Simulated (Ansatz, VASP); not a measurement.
## One calculation of LiNbO, two programs

The input INCAR:

```
SYSTEM = LiNbO
  PREC = Accurate
  ENCUT = 520
  EDIFF = 1E-6
  ISMEAR = 0
  SIGMA = 0.1
  LREAL = .False.
  LASPH = .True.
  NELM = 150
  ALGO = Normal
  ISIF = 2
  LWAVE = .False.
  LCHARG = .False.
  ISPIN = 2
  MAGMOM = -0.01 -0.01 -0.01 -0.01 0.71 0.71
  LORBIT = 11
  LMAXMIX = 4
  GGA = PE
  NBANDS = 35
```

File KPOINTS:

```
Automatic mesh
0
Gamma
  6 6 4
  0 0 0
```

POSCAR

```
LiNbO
1.0
    3.6441548500      0.0000000000      0.0000000000
    0.0000000000      3.6441548500      0.0000000000
    0.0000000000      0.0000000000      5.2128072800
Li Nb O
2 2 2
Direct
    0.0000000000      0.5000000000      0.7780000000
    0.5000000000      0.0000000000      0.2220000000
    0.0000000000      0.0000000000      0.0000000000
    0.5000000000      0.5000000000      0.0000000000
    0.0000000000      0.0000000000      0.5000000000
    0.5000000000      0.5000000000      0.5000000000
```

Input for Ansatz:

```yaml
crystal:
  lattice:
    - [3.64415485, 0.0, 0.0]
    - [0.0, 3.64415485, 0.0]
    - [0.0, 0.0, 5.21280728]
  atoms:
    - { symbol: Li, position: [0.0, 0.5, 0.778] }
    - { symbol: Li, position: [0.5, 0.0, 0.222] }
    - { symbol: Nb, position: [0.0, 0.0, 0.0] }
    - { symbol: Nb, position: [0.5, 0.5, 0.0] }
    - { symbol: O, position: [0.0, 0.0, 0.5] }
    - { symbol: O, position: [0.5, 0.5, 0.5] }
basis:
  ecutwfc: 420
kpoints:
  mp_grid: { grid: [6, 6, 4] }
hamiltonian:
  xc: pbe
scf:
  occupations: { method: gaussian, width: 0.1 }
  lower_state_search: "off"
output:
  forces: true
  stress: true
  eigenvalues: true
  populations: true
magnetization:
  spin_polarized: true
```

Change from the starting cell: species swapped into the LaOF type (P4/nmm, No. 129).

Alike in both runs: task single point; functional PBE; k mesh 6 × 6 × 4; occupations gaussian, width 0.1 eV; collinear spin.

|  | VASP | Ansatz |
| --- | --- | --- |
| version | VASP 6.6.1 | Ansatz 0.2.0 |
| potentials or method | VASP PAW PBE potentials, release 64 (Li_sv, Nb_sv, O), cutoff 520 eV | scalar-relativistic, plane waves, PAW |
| valence electrons in the cell | 44 | 44 |

Ansatz gave:

```
gap on the k mesh at the Fermi level (eV)                     : none
rms of the force components (eV/Å)                            : 2.732
net moment per atom (μB)                                      : 0.20
size of the moment on the site where the two differ most (μB) : 0.64
```

Which values does VASP return?

gap on the k mesh at the Fermi level (eV): none; rms of the force components (eV/Å): 2.772; net moment per atom (μB): 0.00; size of the moment on the site where the two differ most (μB): 0.00.

The net moments are unlike, so the other rows may belong to different states. Site moments also hang on the region over which each program counts them. Atom by atom the forces differ by 0.040 eV/Å (rms over components). A gap of «none» marks a metal or a gap that the smearing closes. Ansatz's warnings: no starting moments.

Noted on VASP's run: the cutoff is short for stress, so the pressure is rough.
